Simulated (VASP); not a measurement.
Wanted: the native input for a VASP 6.6.1 run.

```yaml
Task: single point
Functional: PBE
Potentials_or_basis: VASP PAW PBE potentials, release 64 (Ti_sv, Te, Se)
Cutoff: 520 eV
k_mesh: 8 × 8 × 8
Occupations: gaussian, width 0.1 eV
Spin: no spin polarisation
Dipole_correction: no
Further_INCAR_settings: ALGO = Normal; EDIFF = 1e-06; NBANDS = 26
```

The structure of TiTe3Se lies in POSCAR:

```
TiTe3Se
1.0
    5.2715988045      0.0000000000      0.0000000000
    0.0000000000      5.2715988045      0.0000000000
    0.0000000000      0.0000000000      5.2715988045
Ti Te Se
1 3 1
Direct
    0.5000000000      0.5000000000      0.5000000000
    0.0000000000      0.5000000000      0.5000000000
    0.5000000000      0.0000000000      0.5000000000
    0.5000000000      0.5000000000      0.0000000000
    0.0000000000      0.0000000000      0.0000000000
```

One way to write it, as run:

INCAR

```
SYSTEM = TiTe3Se
  PREC = Accurate
  ENCUT = 520
  EDIFF = 1E-6
  ISMEAR = 0
  SIGMA = 0.1
  LREAL = .False.
  LASPH = .True.
  NELM = 60
  ALGO = Normal
  ISIF = 2
  LWAVE = .False.
  LCHARG = .False.
  GGA = PE
  NBANDS = 26
```

KPOINTS

```
regular mesh
0
Gamma
  8 8 8
  0 0 0
```

Potentials or basis: VASP PAW PBE potentials, release 64 (Ti_sv, Te, Se).

Command:

```sh
$ cat potpaw_PBE.64/Ti_sv/POTCAR potpaw_PBE.64/Te/POTCAR potpaw_PBE.64/Se/POTCAR > POTCAR
$ mpirun -np 1 vasp_std > vasp.out
```

It gave:

```yaml
Pressure: -0.1 GPa
Band_gap_on_the_k_mesh: zero (band 18 reaches 6.09 eV, above the bottom of band 19 at 4.83 eV)
```

Caveat: spin-orbit coupling is left out, which moves the levels of the heavy elements.

It took 110 s on 1 thread of Intel(R) Xeon(R) Platinum 8488C (Sapphire Rapids) (shared host), peak memory 0.33 GiB.
